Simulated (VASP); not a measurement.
# MgZn4O (I4/m) in VASP: single point with PBE

Aim: the single point of MgZn4O with PBE.

All numbers are computed with VASP 6.6.1; they aren't measurements. Logs are shortened: lines on timing, memory, paths and dates and some standing lists are left out, and cuts for length are marked.

## (1) The cell of the first run

It takes space group I4/m (No. 87, tetragonal). Conventional cell: a = 6.711 Å, b = 6.711 Å, c = 3.994 Å, α = 90.00°, β = 90.00°, γ = 90.00°. Mg (site symmetry 4/m) has 2 O at 2.00 Å within 2.6 Å. Zn (site symmetry m) has 1 O at 2.27 Å and 5 Zn at 2.71 to 2.77 Å and 1 Mg at 2.94 Å within 3.0 Å. O (site symmetry 4/m) has 2 Mg at 2.00 Å and 4 Zn at 2.27 Å within 2.6 Å.

## (2) Single point, PBE

The input, INCAR:

```
ALGO = Normal
EDIFF = 1E-7
ENCUT = 520
GGA = PE
ISIF = 2
ISMEAR = 0
LASPH = T
LCHARG = F
LREAL = F
LWAVE = F
NBANDS = 37
NELM = 80
PREC = Accurate
SIGMA = 0.2
```

The input, KPOINTS:

```
k-points
0
Gamma
  5 5 5
```

The input, POSCAR:

```
MgZn4O
1.0
   -3.3552968895      3.3552968895      1.9968587565
    3.3552968895     -3.3552968895      1.9968587565
    3.3552968895      3.3552968895     -1.9968587565
Mg Zn O
1 4 1
Direct
    0.0000000000      0.0000000000      0.0000000000
    0.8233122335      0.4016420084      0.2249542419
    0.1766877665      0.5983579916      0.7750457581
    0.5983579916      0.8233122335      0.4216702251
    0.4016420084      0.1766877665      0.5783297749
    0.5000000000      0.5000000000      0.0000000000
```

Potentials or basis: VASP PAW PBE potentials, release 64 (Mg, Zn, O).

Command:

```console
$ cat potpaw_PBE.64/Mg/POTCAR potpaw_PBE.64/Zn/POTCAR potpaw_PBE.64/O/POTCAR > POTCAR
$ mpirun -np 1 vasp_std > vasp.out
```

OUTCAR:

```text
EDIFF = 1E-7
   ENCUT = 520
   GGA = PE
   ISIF = 2
   ISMEAR = 0
   LASPH = T
   LREAL = F
   NELM = 80
   PREC = Accurate

 ion  position               nearest neighbor table
   1  0.000  0.000  0.000-   6 2.00   6 2.00   4 2.94   5 2.94   3 2.94   2 2.94   3 3.02   2 3.02
                             3 3.02   2 3.02   5 3.02   4 3.02   4 3.02   5 3.02
   2  0.823  0.402  0.225-   6 2.27   3 2.71   5 2.77   5 2.77   4 2.77   4 2.77   1 2.94   3 3.02
                             3 3.02   1 3.02   1 3.02
   3  0.177  0.598  0.775-   6 2.27   2 2.71   4 2.77   4 2.77   5 2.77   5 2.77   1 2.94   2 3.02
                             2 3.02   1 3.02   1 3.02
   4  0.598  0.823  0.422-   6 2.27   5 2.71   3 2.77   3 2.77   2 2.77   2 2.77   1 2.94   5 3.02
                             5 3.02   1 3.02   1 3.02
   5  0.402  0.177  0.578-   6 2.27   4 2.71   2 2.77   2 2.77   3 2.77   3 2.77   1 2.94   4 3.02
                             4 3.02   1 3.02   1 3.02
   6  0.500  0.500  0.000-   1 2.00   1 2.00   3 2.27   2 2.27   5 2.27   4 2.27

  LATTYP: Found a body centered tetragonal cell.
 ALAT       =     6.7105937790
 C/A-ratio  =     0.5951362345

  Lattice vectors:

 A1 = (  -3.3552968895,   3.3552968895,   1.9968587565)
 A2 = (   3.3552968895,  -3.3552968895,   1.9968587565)
 A3 = (   3.3552968895,   3.3552968895,  -1.9968587565)

Analysis of symmetry for initial positions (statically):
=====================================================================
 Subroutine PRICEL returns:
 Original cell was already a primitive cell.

 Routine SETGRP: Setting up the symmetry group for a
 body centered tetragonal supercell.

 Subroutine GETGRP returns: Found  8 space group operations
 (whereof  8 operations were pure point group operations)
 out of a pool of 16 trial point group operations.

The static configuration has the point symmetry C_4h.

Analysis of symmetry for dynamics (positions and initial velocities):
=====================================================================
 Subroutine PRICEL returns:
 Original cell was already a primitive cell.

 Routine SETGRP: Setting up the symmetry group for a
 body centered tetragonal supercell.

 Subroutine GETGRP returns: Found  8 space group operations
 (whereof  8 operations were pure point group operations)
 out of a pool of 16 trial point group operations.

The dynamic configuration has the point symmetry C_4h.

 Subroutine INISYM returns: Found  8 space group operations
 (whereof  8 operations are pure point group operations),
 and found     1 'primitive' translations

----------------------------------------------------------------------------------------

                                     Primitive cell

  volume of cell :      89.9227

  direct lattice vectors                    reciprocal lattice vectors
    -3.355296889  3.355296889  1.996858756     0.000000000  0.149018110  0.250393273
     3.355296889 -3.355296889  1.996858756     0.149018110  0.000000000  0.250393273
     3.355296889  3.355296889 -1.996858756     0.149018110  0.149018110  0.000000000

  length of vectors
     5.148153001  5.148153001  5.148153001     0.291381517  0.291381517  0.210743432

  position of ions in fractional coordinates (direct lattice)
     0.000000000  0.000000000  0.000000000
     0.823312233  0.401642008  0.224954242
     0.176687767  0.598357992  0.775045758
     0.598357992  0.823312233  0.421670225
     0.401642008  0.176687767  0.578329775
     0.500000000  0.500000000  0.000000000

  ion indices of the primitive-cell ions
   primitive index   ion index
                 1           1
                 2           2
                 3           3
                 4           4
                 5           5
                 6           6

----------------------------------------------------------------------------------------

 KPOINTS: k-points

Automatic generation of k-mesh.
 Grid dimensions read from file:
 generate k-points for:    5    5    5

 Generating k-lattice:

  Cartesian coordinates                     Fractional coordinates (reciprocal lattice)
     0.000000000  0.029803622  0.050078655     0.200000000  0.000000000 -0.000000000
     0.029803622  0.000000000  0.050078655     0.000000000  0.200000000 -0.000000000
     0.029803622  0.029803622  0.000000000     0.000000000  0.000000000  0.200000000

  Length of vectors
     0.058276303  0.058276303  0.042148686

  Shift w.r.t. Gamma in fractional coordinates (k-lattice)
     0.000000000  0.000000000  0.000000000

 Subroutine IBZKPT returns following result:
 ===========================================

 Found     21 irreducible k-points:

 Following reciprocal coordinates:
            Coordinates               Weight
  0.000000  0.000000  0.000000      1.000000
  0.200000  0.000000 -0.000000      8.000000
  0.400000  0.000000  0.000000      8.000000
  0.200000  0.200000 -0.000000      8.000000
  0.400000  0.200000  0.000000      8.000000
 -0.200000 -0.400000 -0.000000      8.000000
[... 13 lines left out ...]
 -0.400000  0.400000  0.400000      4.000000
 -0.400000 -0.400000  0.400000      2.000000
   k-points           NKPTS =     21   k-points in BZ     NKDIM =     21   number of bands    NBANDS=     37
   number of dos      NEDOS =    301   number of ions     NIONS =      6
   total plane-waves  NPLWV =  64000
   dimension x,y,z NGX =    40 NGY =   40 NGZ =   40
   dimension x,y,z NGXF=    80 NGYF=   80 NGZF=   80
   ions per type =               1   4   1
   NGX,Y,Z   is equivalent  to a cutoff of  12.92, 12.92, 12.92 a.u.
   NGXF,Y,Z  is equivalent  to a cutoff of  25.83, 25.83, 25.83 a.u.
 SYSTEM =  unknown system
   PREC   = accura    normal or accurate (medium, high low for compatibility)
   ISTART =      0    job   : 0-new  1-cont  2-samecut
   ICHARG =      2    charge: 1-file 2-atom 10-const
   ISPIN  =      1    spin polarized calculation?
   LNONCOLLINEAR =      F non collinear calculations
   LSORBIT =      F    spin-orbit coupling
   LASPH  =      T    aspherical Exc in radial PAW
   ENCUT  =  520.0 eV  38.22 Ry    6.18 a.u.   9.57  9.57  9.57*2*pi/ulx,y,z
   NELM   =     80;   NELMIN=  2; NELMDL= -5     # of ELM steps
   EDIFF  = 0.1E-06   stopping-criterion for ELM
   LREAL  =      F    real-space projection
   EDIFFG = 0.1E-05   stopping-criterion for IOM
   NSW    =      0    number of steps for IOM
   IBRION =     -1    ionic relax: 0-MD 1-quasi-New 2-CG
   NFREE  =      0    steps in history (QN), initial steepest desc. (CG)
   ISIF   =      2    stress and relaxation
   ISYM   =      2    0-nonsym 1-usesym 2-fastsym
   POTIM  = 0.5000    time-step for ionic-motion
   TEBEG  =    0.0;   TEEND  =   0.0 temperature during run
   PSTRESS=    0.0 pullay stress
   NELECT =      56.0000    total number of electrons
   NUPDOWN=      -1.0000    fix difference up-down
   EMIN   =  10.00;   EMAX   =-10.00  energy-range for DOS
   EFERMI =   0.00;   METHOD = LEGACY
   ISMEAR =     0;   SIGMA  =   0.20  broadening in eV -4-tet -1-fermi 0-gaus
   EFERMI_NEDOS =   21; number of points for ismear=-14 and -15
   IALGO  =     38    algorithm
   IMIX   =      4    mixing-type and parameters
     AMIX     =   0.40;   BMIX     =  1.00
     AMIX_MAG =   1.60;   BMIX_MAG =  1.00
  volume/ion in A,a.u.               =      14.99       101.14
  Fermi-wavevector in a.u.,A,eV,Ry     =   1.398023  2.641881 26.592169  1.954469
  Thomas-Fermi vector in A             =   2.521222
   LORBIT       =      0    0 simple, 1 ext, 2 COOP (PROOUT), +10 PAW based schemes
   GGA     = PE    functional components
   LHFCALC =     F    Hartree Fock is set to
   AEXX    =    0.0000 exact exchange contribution
   IVDW    =     0    specifies the selected vdW correction
   LEPSILON=     F    determine dielectric tensor
   LRPA    =     F    only Hartree local field effects (RPA)
 non-spin polarized calculation
 Gauss-broadening in eV      SIGMA  =   0.20
  energy-cutoff  :      520.00
  volume of cell :       89.92
 maximum number of plane-waves:      2463
 NGX is ok and might be reduce to    40
   NGX = 19   NGY = 19   NGZ = 19

 number of electron      56.0000025 magnetization

 Free energy of the ion-electron system (eV)
  ---------------------------------------------------
  ext. energy  EPLUGINS =         0.00000000
  ---------------------------------------------------
  free energy    TOTEN  =       -13.58887692 eV

  energy without entropy =      -13.55886504  energy(sigma->0) =      -13.57387098

 E-fermi :   3.0063     XC(G=0): -10.8383

 val. band max:        2.8808106129   @ k =  -0.2000  -0.4000  -0.0000
 cond. band min:       3.0465886340   @ k =  -0.2000   0.2000   0.0000
 fundamental gap:      0.1657780211
 Fermi energy:         3.0062915887

 k-point     1 :       0.0000    0.0000    0.0000
  band No.  band energies     occupation
      1     -16.0850      2.00000
      2      -5.4683      2.00000
      3      -4.6885      2.00000
      4      -4.6885      2.00000
      5      -4.6063      2.00000
      6      -4.5738      2.00000
[... 29 lines left out ...]
     36       8.3568      0.00000
     37       8.9401      0.00000

 k-point     2 :       0.2000    0.0000   -0.0000
  band No.  band energies     occupation
      1     -16.0424      2.00000
      2      -5.1979      2.00000
      3      -4.6937      2.00000
      4      -4.6385      2.00000
      5      -4.6104      2.00000
      6      -4.5849      2.00000
[... 29 lines left out ...]
     36      10.3497      0.00000
     37      10.8547      0.00000

 k-point     3 :       0.4000    0.0000    0.0000
  band No.  band energies     occupation
      1     -15.9726      2.00000
      2      -4.8653      2.00000
      3      -4.7044      2.00000
      4      -4.6324      2.00000
      5      -4.5611      2.00000
      6      -4.5072      2.00000
[... 29 lines left out ...]
     36      10.8956      0.00000
     37      11.3289      0.00000

 k-point     4 :       0.2000    0.2000   -0.0000
  band No.  band energies     occupation
      1     -15.9746      2.00000
      2      -4.7941      2.00000
      3      -4.7722      2.00000
      4      -4.6518      2.00000
      5      -4.5609      2.00000
      6      -4.5049      2.00000
[... 29 lines left out ...]
     36      10.7965      0.00000
     37      12.3249      0.00000
[... 563 lines left out ...]
      1     -15.9770      2.00000
      2      -4.7175      2.00000
      3      -4.6817      2.00000
      4      -4.6390      2.00000
      5      -4.6390      2.00000
      6      -4.5707      2.00000
[... 29 lines left out ...]
     36      11.0827      0.00000
     37      13.2123      0.00000

 k-point    20 :      -0.4000    0.4000    0.4000
  band No.  band energies     occupation
      1     -16.0546      2.00000
      2      -4.8260      2.00000
      3      -4.7217      2.00000
      4      -4.7148      2.00000
      5      -4.6892      2.00000
      6      -4.5775      2.00000
[... 29 lines left out ...]
     36      10.3339      0.00000
     37      11.0060      0.00000

 k-point    21 :      -0.4000   -0.4000    0.4000
  band No.  band energies     occupation
      1     -16.0184      2.00000
      2      -4.7397      2.00000
      3      -4.6828      2.00000
      4      -4.6631      2.00000
      5      -4.6631      2.00000
      6      -4.5971      2.00000
[... 29 lines left out ...]
     36      10.8444      0.00000
     37      10.8444      0.00000

------------------------ aborting loop because EDIFF is reached ----------------------------------------

  FORCE on cell =-STRESS in cart. coord.  units (eV):
  Direction    XX          YY          ZZ          XY          YZ          ZX
  --------------------------------------------------------------------------------------
  -------------------------------------------------------------------------------------
  Total        0.2369114      0.2369114     -0.1321115     -0.0000023      0.0000000      0.0000000
  in kB        4.2211167      4.2211167     -2.3538677     -0.0000415      0.0000000      0.0000000
  external PRESSURE =       2.0294552 kB  Pullay stress =       0.0000000 kB

 VOLUME and BASIS-vectors are now :
 -----------------------------------------------------------------------------
  energy-cutoff  :      520.00
  volume of cell :       89.92
      direct lattice vectors                 reciprocal lattice vectors
    -3.355296889  3.355296889  1.996858756     0.000000000  0.149018110  0.250393273
     3.355296889 -3.355296889  1.996858756     0.149018110  0.000000000  0.250393273
     3.355296889  3.355296889 -1.996858756     0.149018110  0.149018110  0.000000000

 POSITION                                       TOTAL-FORCE (eV/Angst)
 -----------------------------------------------------------------------------------
      0.00000      0.00000      0.00000        -0.000000      0.000000     -0.000000
     -0.66004      2.16962      1.99686        -0.010968     -0.018710     -0.000000
      4.01534      1.18568      0.00000         0.010968      0.018710      0.000000
      2.16962      0.66004      1.99686        -0.018710      0.010968      0.000000
      1.18568      2.69526      0.00000         0.018710     -0.010968     -0.000000
      0.00000      0.00000      1.99686        -0.000000      0.000000     -0.000000
 -----------------------------------------------------------------------------------
    total drift:                               -0.000000      0.000000     -0.000000

  FREE ENERGIE OF THE ION-ELECTRON SYSTEM (eV)
  ---------------------------------------------------
  free  energy   TOTEN  =       -13.5888769193 eV

  energy  without entropy=      -13.5588650440  energy(sigma->0) =      -13.57387098
```

Wall time 96 s (1 thread of AMD EPYC 7R43 (Zen 3), shared host); peak memory 0.23 GiB.

What came out:

```
Free energy            : -13.5889 eV
Pressure               : 0.2 GPa
Largest force          : 0.022 eV/Å
Band gap on the k mesh : zero (band 28 reaches 4.45 eV, above the bottom of band 29 at 2.62 eV)
```

Forces in eV/Å, atoms in the order of the input:
```
Mg   0.000  0.000  0.000
Zn  -0.011 -0.019  0.000
Zn   0.011  0.019  0.000
Zn  -0.019  0.011  0.000
Zn   0.019 -0.011  0.000
O    0.000  0.000  0.000
```

Caveat: the k points lie up to 0.37 Å⁻¹ apart.
